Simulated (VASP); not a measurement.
# B6P7 in VASP: further runs

Runs on B6P7. Level: PBE. Tasks: single point.

Program: VASP 6.6.1. These are calculated values, not measurements. Logs are shortened: lines on timing, memory, paths and dates and some standing lists are left out, and cuts for length are marked.

**1. The cell of the first run**

The cell holds a disordered packing, 26 atoms: a = 7.029 Å, b = 7.281 Å, c = 7.183 Å, α = 88.49°, β = 89.27°, γ = 82.55°.

**2. Single point, PBE**

The input, INCAR:

```
SYSTEM = B6P7
ALGO = Normal ; EDIFF = 1E-6
ENCUT = 420 ; GGA = PE
GGA_COMPAT = .False. ; ISIF = 2
ISMEAR = -1 ; ISYM = -1
LASPH = .True. ; LCHARG = .False.
LREAL = Auto ; LWAVE = .False.
NBANDS = 72 ; NELM = 120
PREC = Accurate ; SIGMA = 0.3447
```

The input, KPOINTS:

```
explicit points
1
Reciprocal
  0.25000000   0.25000000   0.25000000 1
```

The input, POSCAR:

```
B6P7
1.0
    7.0133910000      0.4643600000      0.0424130000
    0.4643600000      7.2659330000      0.0942560000
    0.0424130000      0.0942560000      7.1824730000
P B
14 12
Direct
    0.8527791465      0.5233629016      0.2737512531
    0.9275676820      0.8394577790      0.0720664233
   -0.0795496199      0.3313832827      0.8737049308
    0.4554756210      0.3236355933      0.6847182462
    0.7430645798      0.7145250765      0.5183245557
    0.3193305174      0.0122300545      0.7685868751
    0.1904031523      0.8965002362      0.3355196608
    1.0467174435     -0.0994611735      0.7894299617
    0.1406356485      1.0593204000      1.1285263330
    0.4603569785      0.4763109079      0.2015838721
    0.1282890053      0.3652152474      0.1805741769
    0.2578834698      0.6237597256      0.8899471382
    0.4722291366      0.7975640076      0.2342348036
    0.7689104109      0.0090925737      0.5279847447
    0.5719356650      0.0956276549      0.6466625092
    0.2256799538      0.5567836099      0.6715206643
   -0.2713440118      0.6561528796      0.8186051194
   -0.1159548738      0.2263042710      0.0880913104
    0.4533636467      0.9820669462     -0.0372557216
    0.6868876185      0.9412437205      0.0912839028
    0.5295973262      0.7960684010     -0.1236046463
    0.3790223357      0.0067572795      0.4818181163
    0.5921307418      0.0070419664      0.2926361451
    0.6475520307      0.2022505165      0.1822169121
    0.2576142235      0.3349398429      0.4102529474
    0.3849776610      0.4948478855      0.4833558804
```

Potentials or basis: VASP PAW PBE potentials, release 64 (P, B).

Run with:

```bash
$ cat potpaw_PBE.64/P/POTCAR potpaw_PBE.64/B/POTCAR > POTCAR
$ mpirun -np 1 vasp_std > vasp.out
```

OUTCAR:

```text
SYSTEM = B6P7
   EDIFF = 1E-6
   ENCUT = 420
   GGA = PE
   ISIF = 2
   ISMEAR = -1
   ISYM = -1
   LASPH = .True.
   LREAL = Auto
   NELM = 120
   PREC = Accurate

 ion  position               nearest neighbor table
   1  0.853  0.523  0.274-  11 2.23   5 2.33  18 2.55   2 2.79  10 2.88
   2  0.928  0.839  0.072-  20 1.76   8 2.24   9 2.38   7 2.74   1 2.79  12 2.94
   3  0.920  0.331  0.874-  18 1.73  11 2.69   9 2.96
   4  0.455  0.324  0.685-  15 1.78  26 1.91  16 2.19  25 2.42   6 2.63  12 2.87
   5  0.743  0.715  0.518-  14 2.18  17 2.19   1 2.33  13 2.81
   6  0.319  0.012  0.769-  19 1.69  22 2.10  15 2.12  21 2.15   8 2.18   4 2.63   9 2.87
   7  0.190  0.897  0.336-   9 1.88  22 1.97  13 2.14   2 2.74
   8  0.047  0.901  0.789-   6 2.18   2 2.24  12 2.44  14 2.75   9 2.84
   9  0.141  0.059  0.129-   7 1.88  18 2.06  11 2.26   2 2.38  19 2.49   8 2.84   6 2.87  13 2.91
                             3 2.96
  10  0.460  0.476  0.202-  26 2.09  24 2.25  25 2.36  13 2.37  11 2.57  12 2.78   1 2.88
  11  0.128  0.365  0.181-  25 1.89  18 2.22   1 2.23   9 2.26  10 2.57   3 2.69
  12  0.258  0.624  0.890-  16 1.68  21 2.42   8 2.44  10 2.78   4 2.87   2 2.94
  13  0.472  0.798  0.234-  23 1.89   7 2.14  20 2.18  19 2.33  10 2.37  22 2.40   5 2.81   9 2.91

  14  0.769  0.009  0.528-  15 1.68  23 2.11   5 2.18   8 2.75
  15  0.572  0.096  0.647-  14 1.68   4 1.78  22 1.99   6 2.12
  16  0.226  0.557  0.672-  12 1.68  26 1.77   4 2.19
  17  0.729  0.656  0.819-  21 1.68   5 2.19
  18  0.884  0.226  0.088-   3 1.73  24 1.81   9 2.06  11 2.22   1 2.55
  19  0.453  0.982  0.963-  21 1.53   6 1.69  20 1.88  13 2.33   9 2.49
  20  0.687  0.941  0.091-  23 1.64   2 1.76  19 1.88  24 2.01  13 2.18
  21  0.530  0.796  0.876-  19 1.53  17 1.68   6 2.15  12 2.42
  22  0.379  0.007  0.482-   7 1.97  15 1.99  23 2.01   6 2.10  13 2.40
  23  0.592  0.007  0.293-  20 1.64  24 1.70  13 1.89  22 2.01  14 2.11
  24  0.648  0.202  0.182-  23 1.70  18 1.81  20 2.01  10 2.25
  25  0.258  0.335  0.410-  26 1.66  11 1.89  10 2.36   4 2.42
  26  0.385  0.495  0.483-  25 1.66  16 1.77   4 1.91  10 2.09

IMPORTANT INFORMATION: All symmetrisations will be switched off!
NOSYMM: (Re-)initialisation of all symmetry stuff for point group C_1.

----------------------------------------------------------------------------------------

                                     Primitive cell

  volume of cell :     364.3900

  direct lattice vectors                    reciprocal lattice vectors
     7.013391000  0.464360000  0.042413000     0.143194064 -0.009142006 -0.000725600
     0.464360000  7.265933000  0.094256000    -0.009142006  0.138235665 -0.001760090
     0.042413000  0.094256000  7.182473000    -0.000725600 -0.001760090  0.139255194

  length of vectors
     7.028874902  7.281366408  7.183216651     0.143487430  0.138548812  0.139268207

  position of ions in fractional coordinates (direct lattice)
     0.852779146  0.523362902  0.273751253
     0.927567682  0.839457779  0.072066423
     0.920450380  0.331383283  0.873704931
     0.455475621  0.323635593  0.684718246
     0.743064580  0.714525077  0.518324556
     0.319330517  0.012230055  0.768586875
[... 18 lines left out ...]
     0.257614223  0.334939843  0.410252947
     0.384977661  0.494847886  0.483355880

  ion indices of the primitive-cell ions
   primitive index   ion index
                 1           1
                 2           2
                 3           3
                 4           4
                 5           5
                 6           6
[... 18 lines left out ...]
                25          25
                26          26

----------------------------------------------------------------------------------------

 KPOINTS: explicit points

Read explicit list of k-points.

 Found      1 k-points:

 Following reciprocal coordinates:
            Coordinates               Weight
  0.250000  0.250000  0.250000      1.000000
   k-points           NKPTS =      1   k-points in BZ     NKDIM =      1   number of bands    NBANDS=     72
   number of dos      NEDOS =    301   number of ions     NIONS =     26
   total plane-waves  NPLWV = 115200
   dimension x,y,z NGX =    48 NGY =   50 NGZ =   48
   dimension x,y,z NGXF=    96 NGYF=  100 NGZF=   96
   ions per type =              14  12
   NGX,Y,Z   is equivalent  to a cutoff of  11.35, 11.42, 11.11 a.u.
   NGXF,Y,Z  is equivalent  to a cutoff of  22.71, 22.83, 22.22 a.u.
 SYSTEM =  B6P7
   PREC   = accura    normal or accurate (medium, high low for compatibility)
   ISTART =      0    job   : 0-new  1-cont  2-samecut
   ICHARG =      2    charge: 1-file 2-atom 10-const
   ISPIN  =      1    spin polarized calculation?
   LNONCOLLINEAR =      F non collinear calculations
   LSORBIT =      F    spin-orbit coupling
   LASPH  =      T    aspherical Exc in radial PAW
   ENCUT  =  420.0 eV  30.87 Ry    5.56 a.u.  11.75 12.17 12.00*2*pi/ulx,y,z
   NELM   =    120;   NELMIN=  2; NELMDL= -5     # of ELM steps
   EDIFF  = 0.1E-05   stopping-criterion for ELM
   LREAL  =      T    real-space projection
   EDIFFG = 0.1E-04   stopping-criterion for IOM
   NSW    =      0    number of steps for IOM
   IBRION =     -1    ionic relax: 0-MD 1-quasi-New 2-CG
   NFREE  =      0    steps in history (QN), initial steepest desc. (CG)
   ISIF   =      2    stress and relaxation
   ISYM   =     -1    0-nonsym 1-usesym 2-fastsym
   POTIM  = 0.5000    time-step for ionic-motion
   TEBEG  =    0.0;   TEEND  =   0.0 temperature during run
   PSTRESS=    0.0 pullay stress
   NELECT =     106.0000    total number of electrons
   NUPDOWN=      -1.0000    fix difference up-down
   EMIN   =  10.00;   EMAX   =-10.00  energy-range for DOS
   EFERMI =   0.00;   METHOD = LEGACY
   ISMEAR =    -1;   SIGMA  =   0.34  broadening in eV -4-tet -1-fermi 0-gaus
   EFERMI_NEDOS =   21; number of points for ismear=-14 and -15
   IALGO  =     38    algorithm
   IMIX   =      4    mixing-type and parameters
     AMIX     =   0.40;   BMIX     =  1.00
     AMIX_MAG =   1.60;   BMIX_MAG =  1.00
  volume/ion in A,a.u.               =      14.01        94.58
  Fermi-wavevector in a.u.,A,eV,Ry     =   1.084729  2.049841 16.009122  1.176637
  Thomas-Fermi vector in A             =   2.220826
   LORBIT       =      0    0 simple, 1 ext, 2 COOP (PROOUT), +10 PAW based schemes
   GGA     = PE    functional components
   LHFCALC =     F    Hartree Fock is set to
   AEXX    =    0.0000 exact exchange contribution
   IVDW    =     0    specifies the selected vdW correction
   LEPSILON=     F    determine dielectric tensor
   LRPA    =     F    only Hartree local field effects (RPA)
 non-spin polarized calculation
  energy-cutoff  :      420.00
  volume of cell :      364.39
 maximum number of plane-waves:      7122
 NGX is ok and might be reduce to    48
   NGX = 23   NGY = 25   NGZ = 23

 number of electron     105.9999999 magnetization

 Free energy of the ion-electron system (eV)
  ---------------------------------------------------
  ext. energy  EPLUGINS =         0.00000000
  ---------------------------------------------------
  free energy    TOTEN  =      -130.94629739 eV

  energy without entropy =     -127.28454435  energy(sigma->0) =     -129.11542087

 E-fermi :   5.9742     XC(G=0): -10.1866

 val. band max:        5.9093075425   @ k =   0.2500   0.2500   0.2500
 cond. band min:       6.0992998448   @ k =   0.2500   0.2500   0.2500
 fundamental gap:      0.1899923023
 Fermi energy:         5.9741574544

 k-point     1 :       0.2500    0.2500    0.2500
  band No.  band energies     occupation
      1     -10.0510      2.00000
      2      -8.9085      2.00000
      3      -8.4819      2.00000
      4      -8.0586      2.00000
      5      -7.5373      2.00000
      6      -7.1201      2.00000
[... 57 lines left out ...]
     64       8.1766      0.00335
     65       8.2534      0.00268
 [bands above 65 left out]

------------------------ aborting loop because EDIFF is reached ----------------------------------------

  FORCE on cell =-STRESS in cart. coord.  units (eV):
  Direction    XX          YY          ZZ          XY          YZ          ZX
  --------------------------------------------------------------------------------------
  -------------------------------------------------------------------------------------
  Total       11.1824573     20.7314582     24.2222467      0.1045607     -6.7083472     -4.7739769
  in kB       49.1678699     91.1536354    106.5021971      0.4597405    -29.4957660    -20.9905809
  external PRESSURE =      82.2745675 kB  Pullay stress =       0.0000000 kB

 VOLUME and BASIS-vectors are now :
 -----------------------------------------------------------------------------
  energy-cutoff  :      420.00
  volume of cell :      364.39
      direct lattice vectors                 reciprocal lattice vectors
     7.013391000  0.464360000  0.042413000     0.143194064 -0.009142006 -0.000725600
     0.464360000  7.265933000  0.094256000    -0.009142006  0.138235665 -0.001760090
     0.042413000  0.094256000  7.182473000    -0.000725600 -0.001760090  0.139255194

 POSITION                                       TOTAL-FORCE (eV/Angst)
 -----------------------------------------------------------------------------------
      6.23551      4.22452      2.05171        -0.263116      1.122175      0.407816
      6.89826      6.53696      0.63608         1.437775     -2.368235     -0.870152
      6.64642      2.91758      6.34564        -0.208633      2.888263     -3.429337
      3.37375      2.62756      4.96779        -0.478634      1.688964     -0.041677
      5.56518      5.58560      3.82172        -0.010402     -1.804698      1.703194
      2.27787      0.30959      5.53505        -1.103749      0.903663     -4.500763
[... 18 lines left out ...]
      1.97968      2.59195      2.98913         0.621451     -1.341895      0.966171
      2.95029      3.81986      3.53466        -0.446345      0.207168     -0.199718
 -----------------------------------------------------------------------------------
    total drift:                                0.001686     -0.002341      0.001596

  FREE ENERGIE OF THE ION-ELECTRON SYSTEM (eV)
  ---------------------------------------------------
  free  energy   TOTEN  =      -130.9462973910 eV

  energy  without entropy=     -127.2845443475  energy(sigma->0) =     -129.11542087
```

It took 49 s on 1 thread of Intel Xeon Platinum 8259CL at 2.50GHz (Skylake/Cascade Lake), shared host; peak memory 0.32 GiB.

Results:

```
Free energy   : -130.9463 eV
Pressure      : 8.2 GPa
Largest force : 7.862 eV/Å
```

Forces on the atoms (eV/Å):
```
P   -0.263  1.122  0.408
P    1.438 -2.368 -0.870
P   -0.209  2.888 -3.429
P   -0.479  1.689 -0.042
P   -0.010 -1.805  1.703
P   -1.104  0.904 -4.501
P   -0.437 -3.527  7.013
P   -0.714 -1.421 -0.127
P   -1.720  4.442 -5.319
P    0.604 -1.228  1.879
P    0.190 -0.131  0.053
P    0.349  2.580  3.140
P    0.954 -0.871  0.175
P    4.316 -1.242 -3.074
B   -3.623 -0.317  1.105
B    1.180 -1.487 -5.146
B    0.296 -0.737 -1.695
B   -2.596 -1.700  3.350
B    3.118  1.706  4.394
B   -3.539  2.240 -1.362
B    0.801 -3.139 -0.088
B    0.681  1.619 -0.032
B   -0.518  2.134  2.297
B    1.110 -0.217 -0.600
B    0.621 -1.342  0.966
B   -0.446  0.207 -0.200
```

Stress tensor (GPa, compression positive):
```
 4.92  0.05 -2.10
 0.05  9.12 -2.95
-2.10 -2.95 10.65
```

Caveat: the atoms stand as in a frame of molecular dynamics.

**3. Single point, PBE**

The input, INCAR:

```
SYSTEM = B6P7
PREC = Accurate ; ENCUT = 420
EDIFF = 1E-6 ; ISMEAR = -1
SIGMA = 0.3447 ; LREAL = Auto
LASPH = .True. ; NELM = 120
ALGO = Normal ; ISIF = 2
LWAVE = .False. ; LCHARG = .False.
GGA = PE ; ISYM = -1
NBANDS = 72 ; GGA_COMPAT = .False.
```

KPOINTS is that of step 2.

The input, POSCAR:

```
B6P7
1.0
    7.0133910000      0.4643600000      0.0424130000
    0.4643600000      7.2659330000      0.0942560000
    0.0424130000      0.0942560000      7.1824730000
P B
14 12
Direct
    0.8365133360      0.4146496533      0.3388863059
    0.7728936386      0.7090706516      0.1158999273
   -0.2986277846      0.3026984221      0.6258311807
    0.3963265068      0.2945634119      0.7661985273
    0.8134586386      0.6270042325      0.5233258611
    0.3588678173     -0.0000276627      0.6525010183
    0.1218029279      0.8919257409      0.3900644833
    0.9570262843     -0.1825617879      0.7203890900
    0.0310509768      1.0730818199      0.9628199974
    0.5007992634      0.4380039337      0.1507661918
    0.1756556494      0.5677727256      0.3524227562
    0.2403660242      0.5507249950      0.9740039706
    0.3772267720      0.7502315465      0.2679280321
    0.8481381198     -0.0425173966      0.4725231042
    0.7282541954     -0.1085290748      0.8405710779
    0.6273390172      0.6242743684      0.3711394481
   -0.2298787100      0.6076843598      0.8493850167
   -0.2116051941      0.2014260147     -0.0918874041
    0.6012268125      1.0018233270      0.0278830575
    0.5729756157      0.8024438330     -0.0422475324
    0.4259095787      0.6687882166     -0.1967062605
    0.4279303920      0.1916944133      0.4516686439
    0.4804192804      0.1524428267      0.2365169108
    0.6572016745      0.2243004963      0.1096954263
    0.2662573178      0.3941688138      0.5040693439
    0.3532016980      0.5271360727      0.6860982170
```

Potentials or basis: VASP PAW PBE potentials, release 64 (P, B).

Run with:

```bash
$ cat potpaw_PBE.64/P/POTCAR potpaw_PBE.64/B/POTCAR > POTCAR
$ mpirun -np 1 vasp_std > vasp.out
```

Run time: 67 s. Hardware: 1 thread of Intel Xeon Platinum 8259CL at 2.50GHz (Skylake/Cascade Lake), shared host; peak memory 0.32 GiB.

It converged, with:

```yaml
Free_energy: -131.0815 eV
Pressure: 7.3 GPa
Largest_force: 5.039 eV/Å
```

Forces on the atoms (eV/Å):
```
P    0.579 -2.171 -1.045
P    1.530 -0.577  0.738
P    0.266 -1.361  1.231
P   -0.012 -1.986  0.633
P    1.389  1.125  4.508
P   -0.657 -0.113 -1.055
P    2.390  0.731 -0.021
P    1.650  0.066  1.548
P    0.278 -0.396 -0.440
P   -1.370  0.001  0.202
P   -1.797  2.174 -2.007
P    0.137 -0.560 -0.056
P    1.933 -0.015 -0.340
P   -2.694  1.671 -0.265
B    0.936  1.784 -0.294
B   -2.921  0.162 -3.269
B   -1.287  1.699  0.572
B   -0.662 -0.847 -0.696
B    0.229  2.400  1.423
B   -3.641 -3.068 -1.652
B    1.801  3.337  2.613
B   -1.681  0.045  0.964
B    1.327  0.060 -1.527
B    0.943 -1.624 -1.902
B    2.867 -2.510  2.985
B   -1.533 -0.029 -2.850
```

Stress tensor (GPa, compression positive):
```
10.47 -1.49 -3.57
-1.49  3.95 -4.77
-3.57 -4.77  7.53
```

Levels at points of the mesh, in eV from the Fermi level:
```
           k point  band 49  band 50  band 51  band 52  band 53  band 54  band 55  band 56  band 57  band 58
(0.25, 0.25, 0.25)    -0.84    -0.64    -0.58    -0.34    -0.01     0.15     0.31     0.47     0.65     0.73
```

Caveat: the atoms stand as in a frame of molecular dynamics.
